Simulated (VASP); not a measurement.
# Sr3Pt (I4/mmm) in VASP: a series of runs

Sr3Pt is run at these levels: PBE; tasks: single point, relaxation of cell and atoms.

All numbers are computed with VASP 6.6.1; they aren't measurements. Logs are shortened: lines on timing, memory, paths and dates and some standing lists are left out, and cuts for length are marked.

## Step 1: The cell of the first run

The structure is tetragonal, space group I4/mmm (No. 139). Conventional cell: a = 4.953 Å, b = 4.953 Å, c = 11.073 Å, α = 90.00°, β = 90.00°, γ = 90.00°. Within 4.6 Å of Sr (site symmetry 4/mmm) lie 4 Pt at 3.50 Å and 8 Sr at 3.71 Å. Within 4.6 Å of Sr (site symmetry -4m2) lie 8 Sr at 3.50 to 3.71 Å and 4 Pt at 3.71 Å. Pt (site symmetry 4/mmm) has 12 Sr at 3.50 to 3.71 Å within 4.6 Å.

## Step 2: Single point, PBE

Input file INCAR:

```
  PREC = Accurate
  ENCUT = 520
  EDIFF = 1E-6
  ISMEAR = 0
  SIGMA = 0.1
  LREAL = False
  LASPH = True
  NELM = 60
  ALGO = Normal
  ISIF = 2
  LWAVE = False
  LCHARG = True
  GGA = PE
  LELF = True
  LVHAR = True
  NBANDS = 28
```

Input file KPOINTS:

```
Automatic mesh
0
Gamma
  6 6 6
```

Input file POSCAR:

```
Sr3Pt
1.0
   -2.4763667954      2.4763667954      5.5363701651
    2.4763667954     -2.4763667954      5.5363701651
    2.4763667954      2.4763667954     -5.5363701651
Sr Pt
3 1
Direct
    0.5000000000      0.5000000000      0.0000000000
    0.2500000000      0.7500000000      0.5000000000
    0.7500000000      0.2500000000      0.5000000000
    0.0000000000      0.0000000000      0.0000000000
```

Potentials or basis: VASP PAW PBE potentials, release 64 (Sr_sv, Pt).

Run with:

```bash
> cat potpaw_PBE.64/Sr_sv/POTCAR potpaw_PBE.64/Pt/POTCAR > POTCAR
> mpirun -np 1 vasp_std > vasp.out
```

OUTCAR:

```text
PREC = Accurate
   ENCUT = 520
   EDIFF = 1E-6
   ISMEAR = 0
   LREAL = False
   LASPH = True
   NELM = 60
   ISIF = 2
   GGA = PE

 ion  position               nearest neighbor table
   1  0.500  0.500  0.000-   4 3.50   4 3.50   4 3.50   4 3.50   2 3.71   2 3.71   3 3.71   3 3.71
                             3 3.71   2 3.71   3 3.71   2 3.71
   2  0.250  0.750  0.500-   3 3.50   3 3.50   3 3.50   3 3.50   4 3.71   4 3.71   1 3.71   1 3.71
                             4 3.71   1 3.71   4 3.71   1 3.71
   3  0.750  0.250  0.500-   2 3.50   2 3.50   2 3.50   2 3.50   1 3.71   1 3.71   4 3.71   4 3.71
                             4 3.71   1 3.71   4 3.71   1 3.71
   4  0.000  0.000  0.000-   1 3.50   1 3.50   1 3.50   1 3.50   3 3.71   3 3.71   2 3.71   2 3.71
                             3 3.71   2 3.71   3 3.71   2 3.71

  LATTYP: Found a body centered tetragonal cell.
 ALAT       =     4.9527335908
 C/A-ratio  =     2.2356826038

  Lattice vectors:

 A1 = (  -2.4763667954,   2.4763667954,   5.5363701651)
 A2 = (   2.4763667954,  -2.4763667954,   5.5363701651)
 A3 = (   2.4763667954,   2.4763667954,  -5.5363701651)

Analysis of symmetry for initial positions (statically):
=====================================================================
 Subroutine PRICEL returns:
 Original cell was already a primitive cell.

 Routine SETGRP: Setting up the symmetry group for a
 body centered tetragonal supercell.

 Subroutine GETGRP returns: Found 16 space group operations
 (whereof 16 operations were pure point group operations)
 out of a pool of 16 trial point group operations.

The static configuration has the point symmetry D_4h.

Analysis of symmetry for dynamics (positions and initial velocities):
=====================================================================
 Subroutine PRICEL returns:
 Original cell was already a primitive cell.

 Routine SETGRP: Setting up the symmetry group for a
 body centered tetragonal supercell.

 Subroutine GETGRP returns: Found 16 space group operations
 (whereof 16 operations were pure point group operations)
 out of a pool of 16 trial point group operations.

The dynamic configuration has the point symmetry D_4h.

 Subroutine INISYM returns: Found 16 space group operations
 (whereof 16 operations are pure point group operations),
 and found     1 'primitive' translations

----------------------------------------------------------------------------------------

                                     Primitive cell

  volume of cell :     135.8048

  direct lattice vectors                    reciprocal lattice vectors
    -2.476366795  2.476366795  5.536370165     0.000000000  0.201908700  0.090311880
     2.476366795 -2.476366795  5.536370165     0.201908700  0.000000000  0.090311880
     2.476366795  2.476366795 -5.536370165     0.201908700  0.201908700  0.000000000

  length of vectors
     6.551044162  6.551044162  6.551044162     0.221186254  0.221186254  0.285542022

  position of ions in fractional coordinates (direct lattice)
     0.500000000  0.500000000  0.000000000
     0.250000000  0.750000000  0.500000000
     0.750000000  0.250000000  0.500000000
     0.000000000  0.000000000  0.000000000

  ion indices of the primitive-cell ions
   primitive index   ion index
                 1           1
                 2           2
                 3           3
                 4           4

----------------------------------------------------------------------------------------

 KPOINTS: Automatic mesh

Automatic generation of k-mesh.
 Grid dimensions read from file:
 generate k-points for:    6    6    6

 Generating k-lattice:

  Cartesian coordinates                     Fractional coordinates (reciprocal lattice)
     0.000000000  0.033651450  0.015051980     0.166666667  0.000000000  0.000000000
     0.033651450  0.000000000  0.015051980     0.000000000  0.166666667  0.000000000
     0.033651450  0.033651450  0.000000000     0.000000000  0.000000000  0.166666667

  Length of vectors
     0.036864376  0.036864376  0.047590337

  Shift w.r.t. Gamma in fractional coordinates (k-lattice)
     0.000000000  0.000000000  0.000000000

 Subroutine IBZKPT returns following result:
 ===========================================

 Found     30 irreducible k-points:

 Following reciprocal coordinates:
            Coordinates               Weight
  0.000000  0.000000  0.000000      1.000000
  0.166667  0.000000  0.000000      8.000000
  0.333333  0.000000  0.000000      8.000000
  0.500000  0.000000  0.000000      4.000000
  0.166667  0.166667  0.000000      8.000000
  0.333333  0.166667  0.000000     16.000000
[... 16 lines left out ...]
 -0.333333 -0.333333  0.166667      8.000000
 -0.166667 -0.333333  0.166667      8.000000
 [... further k-points ...]
   k-points           NKPTS =     30   k-points in BZ     NKDIM =     30   number of bands    NBANDS=     28
   number of dos      NEDOS =    301   number of ions     NIONS =      4
   total plane-waves  NPLWV = 125000
   dimension x,y,z NGX =    50 NGY =   50 NGZ =   50
   dimension x,y,z NGXF=   100 NGYF=  100 NGZF=  100
   ions per type =               3   1
   NGX,Y,Z   is equivalent  to a cutoff of  12.69, 12.69, 12.69 a.u.
   NGXF,Y,Z  is equivalent  to a cutoff of  25.38, 25.38, 25.38 a.u.
 SYSTEM =  unknown system
   PREC   = accura    normal or accurate (medium, high low for compatibility)
   ISTART =      0    job   : 0-new  1-cont  2-samecut
   ICHARG =      2    charge: 1-file 2-atom 10-const
   ISPIN  =      1    spin polarized calculation?
   LNONCOLLINEAR =      F non collinear calculations
   LSORBIT =      F    spin-orbit coupling
   LASPH  =      T    aspherical Exc in radial PAW
   ENCUT  =  520.0 eV  38.22 Ry    6.18 a.u.  12.18 12.18 12.18*2*pi/ulx,y,z
   NELM   =     60;   NELMIN=  2; NELMDL= -5     # of ELM steps
   EDIFF  = 0.1E-05   stopping-criterion for ELM
   LREAL  =      F    real-space projection
   EDIFFG = 0.1E-04   stopping-criterion for IOM
   NSW    =      0    number of steps for IOM
   IBRION =     -1    ionic relax: 0-MD 1-quasi-New 2-CG
   NFREE  =      0    steps in history (QN), initial steepest desc. (CG)
   ISIF   =      2    stress and relaxation
   ISYM   =      2    0-nonsym 1-usesym 2-fastsym
   POTIM  = 0.5000    time-step for ionic-motion
   TEBEG  =    0.0;   TEEND  =   0.0 temperature during run
   PSTRESS=    0.0 pullay stress
   NELECT =      40.0000    total number of electrons
   NUPDOWN=      -1.0000    fix difference up-down
   EMIN   =  10.00;   EMAX   =-10.00  energy-range for DOS
   EFERMI =   0.00;   METHOD = LEGACY
   ISMEAR =     0;   SIGMA  =   0.10  broadening in eV -4-tet -1-fermi 0-gaus
   EFERMI_NEDOS =   21; number of points for ismear=-14 and -15
   IALGO  =     38    algorithm
   IMIX   =      4    mixing-type and parameters
     AMIX     =   0.40;   BMIX     =  1.00
     AMIX_MAG =   1.60;   BMIX_MAG =  1.00
  volume/ion in A,a.u.               =      33.95       229.11
  Fermi-wavevector in a.u.,A,eV,Ry     =   1.089239  2.058363 16.142515  1.186441
  Thomas-Fermi vector in A             =   2.225438
   LORBIT       =      0    0 simple, 1 ext, 2 COOP (PROOUT), +10 PAW based schemes
   GGA     = PE    functional components
   LHFCALC =     F    Hartree Fock is set to
   AEXX    =    0.0000 exact exchange contribution
   IVDW    =     0    specifies the selected vdW correction
   LEPSILON=     F    determine dielectric tensor
   LRPA    =     F    only Hartree local field effects (RPA)
 non-spin polarized calculation
 Gauss-broadening in eV      SIGMA  =   0.10
  energy-cutoff  :      520.00
  volume of cell :      135.80
 maximum number of plane-waves:      3684
 NGX is ok and might be reduce to    50
   NGX = 25   NGY = 25   NGZ = 25

 number of electron      39.9999999 magnetization

 Free energy of the ion-electron system (eV)
  ---------------------------------------------------
  ext. energy  EPLUGINS =         0.00000000
  ---------------------------------------------------
  free energy    TOTEN  =       -11.30142294 eV

  energy without entropy =      -11.29340663  energy(sigma->0) =      -11.29741479

 E-fermi :   3.4600     XC(G=0):  -8.9706

 val. band max:        3.4482371047   @ k =   0.3333   0.1667   0.1667
 cond. band min:       3.5285439499   @ k =   0.1667   0.1667   0.0000
 fundamental gap:      0.0803068452
 Fermi energy:         3.4599765368

 k-point     1 :       0.0000    0.0000    0.0000
  band No.  band energies     occupation
      1     -32.7636      2.00000
      2     -32.6409      2.00000
      3     -32.5642      2.00000
      4     -15.0492      2.00000
      5     -15.0492      2.00000
      6     -15.0324      2.00000
[... 20 lines left out ...]
     27       6.0407      0.00000
     28       6.4579      0.00000

 k-point     2 :       0.1667    0.0000    0.0000
  band No.  band energies     occupation
      1     -32.7546      2.00000
      2     -32.6485      2.00000
      3     -32.5654      2.00000
      4     -15.0651      2.00000
      5     -15.0162      2.00000
      6     -14.9636      2.00000
[... 20 lines left out ...]
     27       5.9844      0.00000
     28       6.9454      0.00000

 k-point     3 :       0.3333    0.0000    0.0000
  band No.  band energies     occupation
      1     -32.7307      2.00000
      2     -32.6695      2.00000
      3     -32.5679      2.00000
      4     -15.0196      2.00000
      5     -14.9255      2.00000
      6     -14.8830      2.00000
[... 20 lines left out ...]
     27       6.0944      0.00000
     28       7.0831      0.00000

 k-point     4 :       0.5000    0.0000    0.0000
  band No.  band energies     occupation
      1     -32.7009      2.00000
      2     -32.6977      2.00000
      3     -32.5693      2.00000
      4     -14.9638      2.00000
      5     -14.8263      2.00000
      6     -14.8201      2.00000
[... 20 lines left out ...]
     27       6.3953      0.00000
     28       6.7798      0.00000

 k-point     5 :       0.1667    0.1667    0.0000
  band No.  band energies     occupation
      1     -32.7459      2.00000
      2     -32.6550      2.00000
      3     -32.5674      2.00000
      4     -15.1129      2.00000
      5     -14.9443      2.00000
      6     -14.9118      2.00000
[... 20 lines left out ...]
     27       6.0777      0.00000
     28       7.1596      0.00000

 k-point     6 :       0.3333    0.1667    0.0000
  band No.  band energies     occupation
      1     -32.7248      2.00000
      2     -32.6732      2.00000
      3     -32.5698      2.00000
      4     -15.1036      2.00000
      5     -14.9326      2.00000
      6     -14.8125      2.00000
[... 463 lines left out ...]
      5     -14.9425      2.00000
      6     -14.8246      2.00000
[... 20 lines left out ...]
     27       6.2089      0.00000
     28       6.4635      0.00000

 k-point    22 :      -0.1667    0.5000    0.1667
  band No.  band energies     occupation
      1     -32.7277      2.00000
      2     -32.6701      2.00000
      3     -32.5704      2.00000
      4     -14.9714      2.00000
      5     -14.9435      2.00000
      6     -14.8998      2.00000
[... 20 lines left out ...]
     27       6.1577      0.00000
     28       6.7424      0.00000

 k-point    23 :      -0.3333   -0.3333    0.1667
  band No.  band energies     occupation
      1     -32.7423      2.00000
      2     -32.6551      2.00000
      3     -32.5711      2.00000
      4     -15.1013      2.00000
      5     -14.9298      2.00000
      6     -14.9052      2.00000
[... 20 lines left out ...]
     27       6.2202      0.00000
     28       6.5669      0.00000

 k-point    24 :      -0.1667   -0.3333    0.1667
  band No.  band energies     occupation
      1     -32.7512      2.00000
      2     -32.6486      2.00000
      3     -32.5689      2.00000
      4     -15.0469      2.00000
      5     -15.0315      2.00000
      6     -14.9404      2.00000
[... 20 lines left out ...]
     27       6.0192      0.00000
     28       7.1688      0.00000

 [... further k-points ...]

------------------------ aborting loop because EDIFF is reached ----------------------------------------

  FORCE on cell =-STRESS in cart. coord.  units (eV):
  Direction    XX          YY          ZZ          XY          YZ          ZX
  --------------------------------------------------------------------------------------
  -------------------------------------------------------------------------------------
  Total        0.2711040      0.2711040      0.2739715      0.0000000      0.0000000     -0.0000000
  in kB        3.1983907      3.1983907      3.2322200      0.0000000      0.0000000     -0.0000000
  external PRESSURE =       3.2096671 kB  Pullay stress =       0.0000000 kB

 VOLUME and BASIS-vectors are now :
 -----------------------------------------------------------------------------
  energy-cutoff  :      520.00
  volume of cell :      135.80
      direct lattice vectors                 reciprocal lattice vectors
    -2.476366795  2.476366795  5.536370165     0.000000000  0.201908700  0.090311880
     2.476366795 -2.476366795  5.536370165     0.201908700  0.000000000  0.090311880
     2.476366795  2.476366795 -5.536370165     0.201908700  0.201908700  0.000000000

 POSITION                                       TOTAL-FORCE (eV/Angst)
 -----------------------------------------------------------------------------------
      0.00000      0.00000      5.53637        -0.000000     -0.000000      0.000000
      2.47637      0.00000      2.76819        -0.000000      0.000000     -0.000000
      0.00000      2.47637      2.76819         0.000000     -0.000000      0.000000
      0.00000      0.00000      0.00000        -0.000000     -0.000000      0.000000
 -----------------------------------------------------------------------------------
    total drift:                               -0.000000      0.000000     -0.000000

  FREE ENERGIE OF THE ION-ELECTRON SYSTEM (eV)
  ---------------------------------------------------
  free  energy   TOTEN  =       -11.3014229434 eV

  energy  without entropy=      -11.2934066340  energy(sigma->0) =      -11.29741479
```

Run time: 1.9 min. Hardware: 1 thread of Intel Xeon 6975P-C (Granite Rapids), shared host; peak memory 0.39 GiB.

What came out:

| Property | Result |
| --- | --- |
| Free energy | -11.3014 eV |
| Pressure | 0.3 GPa |
| Band gap on the k mesh | zero (bands 20 and 21 overlap by 0.74 eV) |

Caveat: spin-orbit coupling is left out, which moves the levels of the heavy elements.

## Step 3: Relaxation of cell and atoms, PBE

This run uses another cell than the first one, of 28.36 Å³/atom.

Input file INCAR:

```
SYSTEM = Sr3Pt
ALGO = Normal
EDIFF = 1E-7
EDIFFG = -0.04
ENCUT = 600
GGA = PE
IBRION = 2
ISIF = 3
ISMEAR = 0
LASPH = .TRUE.
LCHARG = .FALSE.
LREAL = .FALSE.
LWAVE = .FALSE.
NELM = 60
NSW = 90
PREC = Accurate
SIGMA = 0.1
```

Input file KPOINTS:

```
k-points
0
G
  6 6 6
  0 0 0
```

Input file POSCAR:

```
Sr3Pt
1.0
   -2.3329128464      2.3329128464      5.2111819427
    2.3329128464     -2.3329128464      5.2111819427
    2.3329128464      2.3329128464     -5.2111819427
Sr Pt
3 1
Direct
    0.5000000000      0.5000000000      0.0000000000
    0.2500000000      0.7500000000      0.5000000000
    0.7500000000      0.2500000000      0.5000000000
    0.0000000000      0.0000000000      0.0000000000
```

Potentials or basis: VASP PAW PBE potentials, release 64 (Sr_sv, Pt).

Run with:

```bash
> cat potpaw_PBE.64/Sr_sv/POTCAR potpaw_PBE.64/Pt/POTCAR > POTCAR
> mpirun -np 1 vasp_std > vasp.out
```

OUTCAR:

```text
SYSTEM = Sr3Pt
   EDIFF = 1E-7
   EDIFFG = -0.04
   ENCUT = 600
   GGA = PE
   IBRION = 2
   ISIF = 3
   ISMEAR = 0
   LASPH = .TRUE.
   LREAL = .FALSE.
   NELM = 60
   NSW = 90
   PREC = Accurate

 ion  position               nearest neighbor table
   1  0.500  0.500  0.000-   4 3.30   4 3.30   4 3.30   4 3.30   3 3.50   2 3.50   3 3.50   3 3.50
                             2 3.50   2 3.50   3 3.50   2 3.50
   2  0.250  0.750  0.500-   3 3.30   3 3.30   3 3.30   3 3.30   4 3.50   1 3.50   4 3.50   1 3.50
                             4 3.50   4 3.50   1 3.50   1 3.50
   3  0.750  0.250  0.500-   2 3.30   2 3.30   2 3.30   2 3.30   4 3.50   1 3.50   4 3.50   4 3.50
                             1 3.50   1 3.50   4 3.50   1 3.50
   4  0.000  0.000  0.000-   1 3.30   1 3.30   1 3.30   1 3.30   3 3.50   2 3.50   3 3.50   2 3.50
                             3 3.50   3 3.50   2 3.50   2 3.50

  LATTYP: Found a body centered tetragonal cell.
 ALAT       =     4.6658256928
 C/A-ratio  =     2.2337662338

  Lattice vectors:

 A1 = (  -2.3329128464,   2.3329128464,   5.2111819427)
[... 190 lines left out ...]
 Fermi energy:         4.5517546800

 k-point     1 :       0.0000    0.0000    0.0000
  band No.  band energies     occupation
      1     -31.4840      2.00000
      2     -31.2356      2.00000
      3     -31.1762      2.00000
      4     -13.9598      2.00000
      5     -13.9392      2.00000
      6     -13.9392      2.00000
[... 714 lines left out ...]
--------------------------------------- Ionic step        3  -------------------------------------------

 number of electron      40.0000001 magnetization

 Free energy of the ion-electron system (eV)
  ---------------------------------------------------
  ext. energy  EPLUGINS =         0.00000000
  ---------------------------------------------------
  free energy    TOTEN  =       -11.30051695 eV

  energy without entropy =      -11.29224764  energy(sigma->0) =      -11.29638230

 E-fermi :   3.3488     XC(G=0):  -8.8922

 val. band max:        3.3427845162   @ k =   0.3333   0.1667   0.1667
 cond. band min:       3.4126177337   @ k =   0.1667   0.1667  -0.0000
 fundamental gap:      0.0698332175
 Fermi energy:         3.3488282905

 k-point     1 :       0.0000    0.0000    0.0000
  band No.  band energies     occupation
      1     -32.9028      2.00000
      2     -32.7887      2.00000
      3     -32.7011      2.00000
      4     -15.1747      2.00000
      5     -15.1747      2.00000
      6     -15.1469      2.00000
[... 670 lines left out ...]
  FREE ENERGIE OF THE ION-ELECTRON SYSTEM (eV)
  ---------------------------------------------------
  free  energy   TOTEN  =       -11.3005169514 eV

  energy  without entropy=      -11.2922476418  energy(sigma->0) =      -11.29638230

 reached required accuracy - stopping structural energy minimisation
```

OSZICAR:

```text
N       E                     dE             d eps       ncg     rms          rms(c)
DAV:   1     0.279557312186E+03    0.27956E+03   -0.21570E+04  1440   0.170E+03
DAV:   2     0.831419864288E+01   -0.27124E+03   -0.26816E+03  1760   0.360E+02
DAV:   3    -0.104894560383E+02   -0.18804E+02   -0.18643E+02  2360   0.736E+01
[... 35 lines left out ...]
DAV:   8    -0.113005130856E+02    0.18171E-04   -0.47473E-04  1760   0.897E-02    0.327E-02
DAV:   9    -0.113005177085E+02   -0.46229E-05   -0.62524E-05  2232   0.312E-02    0.868E-03
DAV:  10    -0.113005165424E+02    0.11662E-05   -0.43239E-06  2368   0.112E-02    0.246E-03
DAV:  11    -0.113005167647E+02   -0.22235E-06   -0.65391E-07  1816   0.314E-03    0.802E-04
DAV:  12    -0.113005168999E+02   -0.13513E-06   -0.38067E-08   920   0.921E-04    0.437E-04
DAV:  13    -0.113005169514E+02   -0.51515E-07   -0.11156E-08   840   0.561E-04
   3 F= -.11300517E+02 E0= -.11296382E+02  d E =-.410871E+00
```

Run time: 4.3 min. Hardware: 1 thread of Intel Xeon 6975P-C (Granite Rapids), shared host; peak memory 0.42 GiB.

What came out:

* Free energy: -11.3005 eV
* Relaxed volume: 34.62 Å³/atom
* Relaxed cell: a = 6.604 Å, b = 6.604 Å, c = 6.604 Å, α = 135.71°, β = 135.71°, γ = 64.43°
* Space group after relaxing (to 0.1 Å): I4/mmm (No. 139)
* Energy gained by relaxing: 102.7 meV/atom
* Ionic steps: 3
* Pressure after relaxing: -0.1 GPa
* Band gap on the k mesh: zero (bands 20 and 21 overlap by 0.73 eV)

The path:
```tsv
step	energy change (eV)	largest force (eV/Å)	pressure (GPa)	volume (Å³)
1	0.0000	0.0000	6.28	113.45
2	-0.3974	0.0000	0.91	132.69
3	-0.4109	0.0000	-0.13	138.50
```

Final structure:
```
Sr Pt
1.0
    -2.48946    2.48946    5.58696
     2.48946   -2.48946    5.58696
     2.48946    2.48946   -5.58696
Sr Pt
3 1
Direct
  0.50000 0.50000 0.00000
  0.25000 0.75000 0.50000
  0.75000 0.25000 0.50000
  0.00000 0.00000 0.00000
```

Caveat: the volume moved by over 15 % at a fixed basis, so the end points are rough; spin-orbit coupling is left out, which moves the levels of the heavy elements.
